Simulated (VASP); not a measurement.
# Nb (Im-3m) in VASP: further runs, part 2 of 2

VASP 6.6.1. The steps go on from the part before.

### Step 3. Single point, PBE, non-collinear spin, zero start, spin-orbit coupling

The input, INCAR:

```
PREC = Accurate ; ENCUT = 520
EDIFF = 1E-6 ; ISMEAR = -1
SIGMA = 0.05 ; LREAL = False
LASPH = True ; NELM = 150
ALGO = Normal ; ISIF = 2
LWAVE = False ; LCHARG = False
MAGMOM = 0 0 0 ; LORBIT = 11
LSORBIT = True ; GGA_COMPAT = False
LORBMOM = True ; LMAXMIX = 4
GGA = PE ; NBANDS = 24
```

The input, KPOINTS:

```
regular mesh
0
Gamma
  22 22 22
```

The input, POSCAR:

```
Nb
1.0
   -1.6554373320      1.6554373320      1.6554373320
    1.6554373320     -1.6554373320      1.6554373320
    1.6554373320      1.6554373320     -1.6554373320
Nb
1
Direct
    0.0000000000      0.0000000000      0.0000000000
```

Potentials or basis: VASP PAW PBE potentials, release 64 (Nb_sv).

Started as:

```
cat potpaw_PBE.64/Nb_sv/POTCAR > POTCAR
mpirun -np 1 vasp_ncl > vasp.out
```

OUTCAR:

```text
PREC = Accurate
   ENCUT = 520
   EDIFF = 1E-6
   ISMEAR = -1
   LREAL = False
   LASPH = True
   NELM = 150
   ISIF = 2
   LORBIT = 11
   LSORBIT = True
   GGA = PE

 ion  position               nearest neighbor table
   1  0.000  0.000  0.000-

  LATTYP: Found a body centered cubic cell.
 ALAT       =     3.3108746640

  Lattice vectors:

 A1 = (  -1.6554373320,   1.6554373320,   1.6554373320)
 A2 = (   1.6554373320,  -1.6554373320,   1.6554373320)
 A3 = (   1.6554373320,   1.6554373320,  -1.6554373320)

Analysis of symmetry for initial positions (statically):
=====================================================================
 Subroutine PRICEL returns:
 Original cell was already a primitive cell.

 Routine SETGRP: Setting up the symmetry group for a
 body centered cubic supercell.

 Subroutine GETGRP returns: Found 48 space group operations
[... 9 lines left out ...]

 Routine SETGRP: Setting up the symmetry group for a
 body centered cubic supercell.

 Subroutine GETGRP returns: Found 48 space group operations
 (whereof 48 operations were pure point group operations)
 out of a pool of 48 trial point group operations.

The dynamic configuration has the point symmetry O_h .

Analysis of structural, dynamic, and magnetic symmetry:
=====================================================================
 Subroutine PRICEL returns:
 Original cell was already a primitive cell.

 Routine SETGRP: Setting up the symmetry group for a
 body centered cubic supercell.

 Subroutine GETGRP returns: Found 48 space group operations
 (whereof 48 operations were pure point group operations)
 out of a pool of 48 trial point group operations.

The overall configuration has the point symmetry O_h .

 Subroutine INISYM returns: Found 48 space group operations
[... 5 lines left out ...]
                                     Primitive cell

  volume of cell :      18.1467

  direct lattice vectors                    reciprocal lattice vectors
    -1.655437332  1.655437332  1.655437332     0.000000000  0.302034991  0.302034991
     1.655437332 -1.655437332  1.655437332     0.302034991  0.000000000  0.302034991
     1.655437332  1.655437332 -1.655437332     0.302034991  0.302034991  0.000000000

  length of vectors
     2.867301568  2.867301568  2.867301568     0.427141981  0.427141981  0.427141981

  position of ions in fractional coordinates (direct lattice)
     0.000000000  0.000000000  0.000000000

  ion indices of the primitive-cell ions
   primitive index   ion index
                 1           1

----------------------------------------------------------------------------------------

 KPOINTS: regular mesh

Automatic generation of k-mesh.
 Grid dimensions read from file:
 generate k-points for:   22   22   22

 Generating k-lattice:

  Cartesian coordinates                     Fractional coordinates (reciprocal lattice)
     0.000000000  0.013728863  0.013728863     0.045454545  0.000000000  0.000000000
     0.013728863  0.000000000  0.013728863     0.000000000  0.045454545  0.000000000
     0.013728863  0.013728863  0.000000000     0.000000000  0.000000000  0.045454545

  Length of vectors
     0.019415545  0.019415545  0.019415545

  Shift w.r.t. Gamma in fractional coordinates (k-lattice)
[... 74 lines left out ...]
  Fermi-wavevector in a.u.,A,eV,Ry     =   1.464839  2.768144 29.194743  2.145753
  Thomas-Fermi vector in A             =   2.580767
   LORBIT       =     11    0 simple, 1 ext, 2 COOP (PROOUT), +10 PAW based schemes
   GGA     = PE    functional components
   LHFCALC =     F    Hartree Fock is set to
   AEXX    =    0.0000 exact exchange contribution
   IVDW    =     0    specifies the selected vdW correction
   LEPSILON=     F    determine dielectric tensor
   LRPA    =     F    only Hartree local field effects (RPA)
  energy-cutoff  :      520.00
  volume of cell :       18.15
 maximum number of plane-waves:       996
 NGX is ok and might be reduce to    24
   NGX = 11   NGY = 11   NGZ = 11

 number of electron      13.0000000 magnetization       0.0000000      0.0000000      0.0000000

 number of electron      13.0000000 magnetization      -0.0000000     -0.0000000     -0.0000000

 number of electron      13.0000000 magnetization      -0.0000000      0.0000000      0.0000000

 number of electron      13.0000000 magnetization       0.0000000     -0.0000000     -0.0000000

 Free energy of the ion-electron system (eV)
  ---------------------------------------------------
  ext. energy  EPLUGINS =         0.00000000
  ---------------------------------------------------
  free energy    TOTEN  =       -10.31054563 eV

  energy without entropy =      -10.29775009  energy(sigma->0) =      -10.30414786

 E-fermi :  11.0620     XC(G=0): -12.4617

 val. band max:       11.0539558739   @ k =   0.0909   0.0455   0.0455
 cond. band min:      11.0652106242   @ k =  -0.1818   0.2273   0.0909
 fundamental gap:      0.0112547503
 Fermi energy:        11.0619951168

 k-point     1 :       0.0000    0.0000    0.0000
  band No.  band energies     occupation
      1     -43.3027      1.00000
      2     -43.3027      1.00000
      3     -20.0535      1.00000
      4     -20.0535      1.00000
      5     -17.9147      1.00000
      6     -17.9147      1.00000
[... 637 lines left out ...]
     23      27.0068      0.00000
     24      27.0068      0.00000

 [... further k-points ...]
[... 5 lines left out ...]
  --------------------------------------------------------------------------------------
  -------------------------------------------------------------------------------------
  Total       -0.0435775     -0.0435775     -0.0435775      0.0000000      0.0000000      0.0000000
  in kB       -3.8474626     -3.8474626     -3.8474626      0.0000000      0.0000000      0.0000000
  external PRESSURE =      -3.8474626 kB  Pullay stress =       0.0000000 kB

 VOLUME and BASIS-vectors are now :
 -----------------------------------------------------------------------------
  energy-cutoff  :      520.00
  volume of cell :       18.15
      direct lattice vectors                 reciprocal lattice vectors
    -1.655437332  1.655437332  1.655437332     0.000000000  0.302034991  0.302034991
     1.655437332 -1.655437332  1.655437332     0.302034991  0.000000000  0.302034991
     1.655437332  1.655437332 -1.655437332     0.302034991  0.302034991  0.000000000

 POSITION                                       TOTAL-FORCE (eV/Angst)
 -----------------------------------------------------------------------------------
      0.00000      0.00000      0.00000         0.000000      0.000000     -0.000000
 -----------------------------------------------------------------------------------
    total drift:                                0.000000      0.000000      0.000000

  FREE ENERGIE OF THE ION-ELECTRON SYSTEM (eV)
  ---------------------------------------------------
  free  energy   TOTEN  =       -10.3105456339 eV

  energy  without entropy=      -10.2977500864  energy(sigma->0) =      -10.30414786

 orbital moment (x)

 # of ion     p       d       tot
 ----------------------------------------
  1         0.000  -0.000  -0.000
 ----------------------------------------
            0.000  -0.000  -0.000

 orbital moment (y)

 # of ion     p       d       tot
 ----------------------------------------
  1         0.000  -0.000  -0.000
 ----------------------------------------
            0.000  -0.000  -0.000

 orbital moment (z)

 # of ion     p       d       tot
 ----------------------------------------
  1         0.000   0.000   0.000
 ----------------------------------------
            0.000   0.000   0.000

 Spin-Orbit-Coupling matrix elements

 Ion:    1  E_soc:     -0.1754825
 l=   1
     0.0000000    -0.0268685    -0.0268685
    -0.0268685     0.0000000    -0.0268685
    -0.0268685    -0.0268685     0.0000000
 l=   2
     0.0000000    -0.0006249     0.0000000    -0.0006249    -0.0017537
    -0.0006249     0.0000000    -0.0013153    -0.0006249    -0.0004384
     0.0000000    -0.0013153     0.0000000    -0.0013153     0.0000000
    -0.0006249    -0.0006249    -0.0013153     0.0000000    -0.0004384
    -0.0017537    -0.0004384     0.0000000    -0.0004384     0.0000000
 l=   3
     0.0000000     0.0000000     0.0000000     0.0000000     0.0000000     0.0000000     0.0000000
     0.0000000     0.0000000     0.0000000     0.0000000     0.0000000     0.0000000     0.0000000
     0.0000000     0.0000000     0.0000000     0.0000000     0.0000000     0.0000000     0.0000000
     0.0000000     0.0000000     0.0000000     0.0000000     0.0000000     0.0000000     0.0000000
     0.0000000     0.0000000     0.0000000     0.0000000     0.0000000     0.0000000     0.0000000
     0.0000000     0.0000000     0.0000000     0.0000000     0.0000000     0.0000000     0.0000000
     0.0000000     0.0000000     0.0000000     0.0000000     0.0000000     0.0000000     0.0000000

 total charge

# of ion       s       p       d       tot
------------------------------------------
    1        2.221   5.997   2.496  10.715

 magnetization (x)

# of ion       s       p       d       tot
------------------------------------------
    1        0.000   0.000   0.000   0.000

 magnetization (y)

# of ion       s       p       d       tot
------------------------------------------
    1        0.000  -0.000   0.000  -0.000

 magnetization (z)

# of ion       s       p       d       tot
------------------------------------------
    1        0.000   0.000   0.000   0.000
```

Run time: 3.4 min. Hardware: 1 thread of Intel Xeon Platinum 8488C (Sapphire Rapids), shared host; peak memory 0.33 GiB.

Results:

```yaml
Free_energy: -10.3105 eV
Pressure: -0.4 GPa
Net_moment: 0.00 μB per cell
Valence_electrons_inside_the_program's_atomic_spheres: Nb 10.71
```

Moments on the atoms (μB; x, y, z):
```
Nb  0.00 0.00 0.00
```
